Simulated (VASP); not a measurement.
# MgO (P6_3/mmc) in VASP: notebook, part 2 of 2

VASP 6.6.1. The steps go on from the part before.

**3. Single point, r2SCAN**

This run uses another cell than the first one, of 11.43 Å³/atom, 1.030 times its volume.

POSCAR

```
MgO
1.0
    3.5322566560      0.0000000000      0.0000000000
   -1.7661283280      3.0590240827      0.0000000000
    0.0000000000      0.0000000000      4.2330215287
Mg O
2 2
Direct
    0.6666666667      0.3333333333      0.7500000000
    0.3333333333      0.6666666667      0.2500000000
    0.6666666667      0.3333333333      0.2500000000
    0.3333333333      0.6666666667      0.7500000000
```

INCAR.step1

```
SYSTEM = MgO
  PREC = Accurate
  ENCUT = 520
  ISMEAR = 0
  SIGMA = 0.01
  LREAL = .FALSE.
  LASPH = .TRUE.
  NELM = 100
  NBANDS = 16
  GGA = PE
  ALGO = Normal
  EDIFF = 1E-4
  LWAVE = .TRUE.
  LCHARG = .FALSE.
```

INCAR.step2

```
SYSTEM = MgO
  PREC = Accurate
  ENCUT = 520
  EDIFF = 1E-6
  ISMEAR = 0
  SIGMA = 0.01
  LREAL = .FALSE.
  LASPH = .TRUE.
  NELM = 100
  ALGO = Normal
  ISIF = 2
  LWAVE = .FALSE.
  LCHARG = .FALSE.
  METAGGA = R2SCAN
  LMIXTAU = .TRUE.
  NBANDS = 16
  ISTART = 1
```

KPOINTS

```
Automatic mesh
0
G
  6 6 6
  0 0 0
```

Potentials or basis: VASP PAW PBE potentials, release 64 (Mg, O).

Run with:

```
cat potpaw_PBE.64/Mg/POTCAR potpaw_PBE.64/O/POTCAR > POTCAR
cp INCAR.step1 INCAR
mpirun -np 1 vasp_std > vasp.out
cp INCAR.step2 INCAR
mpirun -np 1 vasp_std > vasp.out
```

OUTCAR:

```text
SYSTEM = MgO
   PREC = Accurate
   ENCUT = 520
   EDIFF = 1E-6
   ISMEAR = 0
   LREAL = .FALSE.
   LASPH = .TRUE.
   NELM = 100
   ISIF = 2
   METAGGA = R2SCAN
   ISTART = 1

 ion  position               nearest neighbor table
   1  0.667  0.333  0.750-   4 2.04   4 2.04   4 2.04   3 2.12   3 2.12   2 2.94   2 2.94   2 2.94
                             2 2.94   2 2.94   2 2.94
   2  0.333  0.667  0.250-   3 2.04   3 2.04   3 2.04   4 2.12   4 2.12   1 2.94   1 2.94   1 2.94
                             1 2.94   1 2.94   1 2.94
   3  0.667  0.333  0.250-   2 2.04   2 2.04   2 2.04   1 2.12   1 2.12
   4  0.333  0.667  0.750-   1 2.04   1 2.04   1 2.04   2 2.12   2 2.12

  LATTYP: Found a hexagonal cell.
 ALAT       =     3.5322566560
 C/A-ratio  =     1.1983901344

  Lattice vectors:

 A1 = (   3.5322566560,   0.0000000000,   0.0000000000)
 A2 = (  -1.7661283280,   3.0590240827,   0.0000000000)
 A3 = (   0.0000000000,   0.0000000000,   4.2330215287)

Analysis of symmetry for initial positions (statically):
=====================================================================
 Subroutine PRICEL returns:
 Original cell was already a primitive cell.

 Routine SETGRP: Setting up the symmetry group for a
 hexagonal supercell.

 Subroutine GETGRP returns: Found 24 space group operations
 (whereof 12 operations were pure point group operations)
 out of a pool of 24 trial point group operations.

The static configuration has the point symmetry D_3d.
 The point group associated with its full space group is D_6h.

Analysis of symmetry for dynamics (positions and initial velocities):
=====================================================================
 Subroutine PRICEL returns:
 Original cell was already a primitive cell.

[... 125 lines left out ...]
   EMIN   =  10.00;   EMAX   =-10.00  energy-range for DOS
   EFERMI =   0.00;   METHOD = LEGACY
   ISMEAR =     0;   SIGMA  =   0.01  broadening in eV -4-tet -1-fermi 0-gaus
   EFERMI_NEDOS =   21; number of points for ismear=-14 and -15
   IALGO  =     38    algorithm
   IMIX   =      4    mixing-type and parameters
     AMIX     =   0.40;   BMIX     =  1.00
     AMIX_MAG =   1.60;   BMIX_MAG =  1.00
  volume/ion in A,a.u.               =      11.43        77.17
  Fermi-wavevector in a.u.,A,eV,Ry     =   1.153505  2.179809 18.103567  1.330575
  Thomas-Fermi vector in A             =   2.290149
   LORBIT       =      0    0 simple, 1 ext, 2 COOP (PROOUT), +10 PAW based schemes
   METAGGA = R2SCAN    functional components
   LHFCALC =     F    Hartree Fock is set to
   AEXX    =    0.0000 exact exchange contribution
   IVDW    =     0    specifies the selected vdW correction
   LEPSILON=     F    determine dielectric tensor
   LRPA    =     F    only Hartree local field effects (RPA)
 non-spin polarized calculation
 Gauss-broadening in eV      SIGMA  =   0.01
  energy-cutoff  :      520.00
  volume of cell :       45.74
 maximum number of plane-waves:      1264
 NGX is ok and might be reduce to    28
   NGX = 13   NGY = 13   NGZ = 15

 number of electron      15.9999991 magnetization

 Free energy of the ion-electron system (eV)
  ---------------------------------------------------
  ext. energy  EPLUGINS =         0.00000000
  ---------------------------------------------------
  free energy    TOTEN  =       -32.03577438 eV

  energy without entropy =      -32.03577438  energy(sigma->0) =      -32.03577438

 E-fermi :   1.4202     XC(G=0): -10.3775

 val. band max:        1.3469091559   @ k =   0.0000   0.0000   0.0000
 cond. band min:       5.2240781683   @ k =   0.0000   0.0000   0.0000
 fundamental gap:      3.8771690124
 Fermi energy:         1.4201627834

 k-point     1 :       0.0000    0.0000    0.0000
  band No.  band energies     occupation
      1     -16.3740      2.00000
      2     -15.1031      2.00000
      3      -2.1867      2.00000
      4      -0.3448      2.00000
      5      -0.3448      2.00000
      6       0.5662      2.00000
[... 433 lines left out ...]
      3      -2.1198      2.00000
      4      -2.1198      2.00000
      5      -0.0895      2.00000
      6      -0.0895      2.00000
[... 8 lines left out ...]
     15      16.9421      0.00000
     16      16.9421      0.00000

 [... further k-points ...]
[... 5 lines left out ...]
  --------------------------------------------------------------------------------------
  -------------------------------------------------------------------------------------
  Total       -1.6060633     -1.6060634     -1.6708043      0.0000000      0.0000000      0.0000000
  in kB      -56.2584298    -56.2584329    -58.5262295      0.0000000      0.0000000      0.0000000
  external PRESSURE =     -57.0143641 kB  Pullay stress =       0.0000000 kB

 VOLUME and BASIS-vectors are now :
 -----------------------------------------------------------------------------
  energy-cutoff  :      520.00
  volume of cell :       45.74
      direct lattice vectors                 reciprocal lattice vectors
     3.532256656  0.000000000  0.000000000     0.283105136  0.163450822  0.000000000
    -1.766128328  3.059024083  0.000000000     0.000000000  0.326901643  0.000000000
     0.000000000  0.000000000  4.233021529     0.000000000  0.000000000  0.236237872

 POSITION                                       TOTAL-FORCE (eV/Angst)
 -----------------------------------------------------------------------------------
      1.76613      1.01967      3.17477         0.000000     -0.000000     -0.000000
     -0.00000      2.03935      1.05826        -0.000000      0.000000     -0.000000
      1.76613      1.01967      1.05826         0.000000     -0.000000      0.000000
     -0.00000      2.03935      3.17477         0.000000      0.000000      0.000000
 -----------------------------------------------------------------------------------
    total drift:                               -0.000000      0.000000     -0.000000

  FREE ENERGIE OF THE ION-ELECTRON SYSTEM (eV)
  ---------------------------------------------------
  free  energy   TOTEN  =       -32.0357743771 eV

  energy  without entropy=      -32.0357743771  energy(sigma->0) =      -32.03577438
```

OUTCAR.step1:

```text
SYSTEM = MgO
   PREC = Accurate
   ENCUT = 520
   ISMEAR = 0
   LREAL = .FALSE.
   LASPH = .TRUE.
   NELM = 100
[... 689 lines left out ...]
     -0.00000      2.03935      1.05826         0.000000      0.000000     -0.000000
      1.76613      1.01967      1.05826        -0.000000      0.000000     -0.000000
     -0.00000      2.03935      3.17477         0.000000     -0.000000     -0.000000
 -----------------------------------------------------------------------------------
    total drift:                               -0.000000      0.000000     -0.000000

  FREE ENERGIE OF THE ION-ELECTRON SYSTEM (eV)
  ---------------------------------------------------
  free  energy   TOTEN  =       -23.6740551362 eV

  energy  without entropy=      -23.6740551362  energy(sigma->0) =      -23.67405514
```

OSZICAR.step1:

```text
N       E                     dE             d eps       ncg     rms          rms(c)
DAV:   1     0.594398722265E+02    0.59440E+02   -0.75305E+03   904   0.883E+02
DAV:   2    -0.237169779029E+02   -0.83157E+02   -0.76130E+02  1280   0.192E+02
DAV:   3    -0.276281637501E+02   -0.39112E+01   -0.39001E+01  1032   0.438E+01
DAV:   4    -0.276447953453E+02   -0.16632E-01   -0.16631E-01  1056   0.329E+00
DAV:   5    -0.276448787927E+02   -0.83447E-04   -0.83447E-04  1040   0.227E-01    0.112E+01
DAV:   6    -0.237443376581E+02    0.39005E+01   -0.10535E+01   952   0.249E+01    0.365E+00
DAV:   7    -0.236919977736E+02    0.52340E-01   -0.15662E-01   904   0.321E+00    0.213E+00
DAV:   8    -0.236760494674E+02    0.15948E-01   -0.10130E-01   944   0.338E+00    0.541E-01
DAV:   9    -0.236730919688E+02    0.29575E-02   -0.76120E-03  1080   0.782E-01    0.115E-01
DAV:  10    -0.236740327975E+02   -0.94083E-03   -0.90265E-04   904   0.214E-01    0.353E-02
DAV:  11    -0.236740551362E+02   -0.22339E-04   -0.28303E-05   696   0.409E-02
   1 F= -.23674055E+02 E0= -.23674055E+02  d E =-.205659E-78
```

Run time: 85 s. Hardware: 1 thread of AMD EPYC 7R43 (Zen 3), shared host; peak memory 0.14 GiB.

What came out:

| Quantity | Value |
| --- | --- |
| Free energy | -32.0358 eV |
| Pressure | -5.7 GPa |
| Band gap on the k mesh | 3.88 eV, direct |

Stress tensor (GPa, compression positive):
```
-5.63  0.00  0.00
 0.00 -5.63  0.00
 0.00  0.00 -5.85
```

Caveat: the PAW data sets were made with another functional, which shifts forces and pressure a little. r2SCAN opens gaps a little over a GGA but as a rule still falls short of measured ones.

**4. Single point, r2SCAN**

This run uses another cell than the first one, of 11.76 Å³/atom, 1.059 times its volume.

POSCAR

```
MgO
1.0
    3.5658992203      0.0000000000      0.0000000000
   -1.7829496102      3.0881593989      0.0000000000
    0.0000000000      0.0000000000      4.2733384459
Mg O
2 2
Direct
    0.6666666667      0.3333333333      0.7500000000
    0.3333333333      0.6666666667      0.2500000000
    0.6666666667      0.3333333333      0.2500000000
    0.3333333333      0.6666666667      0.7500000000
```

INCAR.step1

```
PREC = Accurate ; ENCUT = 520
ISMEAR = 0 ; SIGMA = 0.01
LREAL = F ; LASPH = T
NELM = 60 ; NBANDS = 16
GGA = PE ; ALGO = Normal
EDIFF = 1E-4 ; LWAVE = T
LCHARG = F
```

INCAR.step2

```
PREC = Accurate ; ENCUT = 520
EDIFF = 1E-7 ; ISMEAR = 0
SIGMA = 0.01 ; LREAL = F
LASPH = T ; NELM = 60
ALGO = Normal ; ISIF = 2
LWAVE = F ; LCHARG = T
METAGGA = R2SCAN ; LMIXTAU = T
LELF = T ; LVHAR = T
NBANDS = 16 ; ISTART = 1
```

KPOINTS

```
regular mesh
0
Gamma
  6 6 6
```

Run with:

```
cat potpaw_PBE.64/Mg/POTCAR potpaw_PBE.64/O/POTCAR > POTCAR
cp INCAR.step1 INCAR
mpirun -np 1 vasp_std > vasp.out
cp INCAR.step2 INCAR
mpirun -np 1 vasp_std > vasp.out
```

Run time: 1.7 min. Hardware: 1 thread of AMD EPYC 7R43 (Zen 3), shared host; peak memory 0.14 GiB.

It converged, with:

- Free energy: -31.9769 eV
- Pressure: -8.9 GPa
- Band gap on the k mesh: 3.73 eV, direct

Stress tensor (GPa, compression positive):
```
-8.70  0.00  0.00
 0.00 -8.70  0.00
 0.00  0.00 -9.16
```

Levels at points of the mesh, in eV from the valence-band top:
```tsv
k point	band 4	band 5	band 6	band 7	band 8	band 9	band 10	band 11	band 12	band 13
(0.00, 0.00, 0.00)	-1.64	-1.64	-0.75	-0.75	0.00	3.73	9.83	12.62	12.98	12.98
(0.50, 0.00, 0.00)	-2.23	-2.22	-1.85	-1.21	-0.49	7.43	9.32	10.42	12.46	13.66
(0.00, 0.00, 0.50)	-2.28	-1.21	-1.21	-1.21	-1.21	6.75	6.75	13.36	13.36	13.36
(0.50, 0.00, 0.50)	-3.64	-1.45	-1.45	-0.74	-0.74	7.76	7.76	12.25	12.25	14.57
```

Caveat: the PAW data sets were made with another functional, which shifts forces and pressure a little. r2SCAN opens gaps a little over a GGA but as a rule still falls short of measured ones.

**5. Summary**

| cell | gap on the mesh (eV) | pressure (GPa) |
| --- | --- | --- |
| a = 3.498, b = 3.498, c = 4.192 Å, angles 90.0, 90.0, 120.0°, 4 atoms | 4.03 | -2.0 |
| a = 3.532, b = 3.532, c = 4.233 Å, angles 90.0, 90.0, 120.0°, 4 atoms | 3.88 | -5.7 |
| a = 3.566, b = 3.566, c = 4.273 Å, angles 90.0, 90.0, 120.0°, 4 atoms | 3.73 | -8.9 |

Alike in all rows: task single point; level r2SCAN; potentials or basis VASP PAW PBE potentials, release 64 (Mg, O); no spin polarisation; k mesh 6 × 6 × 6; cutoff (eV) 520; smearing gaussian 0.01 eV.

Caveats: the PAW data sets were made with another functional, which shifts forces and pressure a little.

Total energies depend on the potentials used, so only differences within one code and one set of settings carry meaning.
